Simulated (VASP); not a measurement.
TaN: single point with PBEsol

The system is TaN.

```
Ta N
1.0
    -0.08686    2.12530    2.12530
     2.12530   -0.08686    2.12530
     2.12530    2.12530   -0.08686
Ta N
1 1
Direct
  0.50000 0.50000 0.50000
  0.00000 0.00000 0.00000
```

| Property | Result |
| --- | --- |
| Program | VASP 6.6.1 |
| Task | single point |
| Functional | PBEsol |
| Potentials or basis | VASP PAW PBE potentials, release 64 (Ta_pv, N) |
| Cutoff | 520 eV |
| k mesh | 20 × 20 × 20 |
| Occupations | gaussian, width 0.15 eV |
| Spin | no spin polarisation |

* Pressure: 11.8 GPa
* Band gap on the k mesh: zero (band 8 reaches 12.27 eV, above the bottom of band 9 at 7.24 eV)

Stress tensor (GPa, compression positive):
```
11.77  3.22  3.22
 3.22 11.77  3.22
 3.22  3.22 11.77
```

Levels at points of the mesh, in eV from the Fermi level:
```tsv
k point	band 4	band 5	band 6	band 7	band 8	band 9	band 10	band 11	band 12	band 13
(0.00, 0.00, 0.00)	-19.11	-3.96	-3.96	-3.63	-2.58	-2.58	-1.59	0.14	0.14	2.09
(0.50, 0.00, 0.00)	-15.81	-10.72	-8.00	-7.38	1.43	1.49	3.08	4.10	7.78	8.04
(0.50, 0.50, 0.00)	-17.81	-6.68	-5.76	-4.83	-4.47	2.19	3.66	3.96	5.03	7.45
(0.50, 0.50, 0.50)	-15.63	-10.66	-8.22	-8.22	2.44	2.48	2.48	3.81	8.38	8.38
```

Run time: 2.2 min on 1 thread of Intel Xeon 6975P-C, with other jobs on the host, peak memory 0.35 GiB.

Caveat: the PAW data sets were made with another functional, which shifts forces and pressure a little; spin-orbit coupling is left out, which moves the levels of the heavy elements.
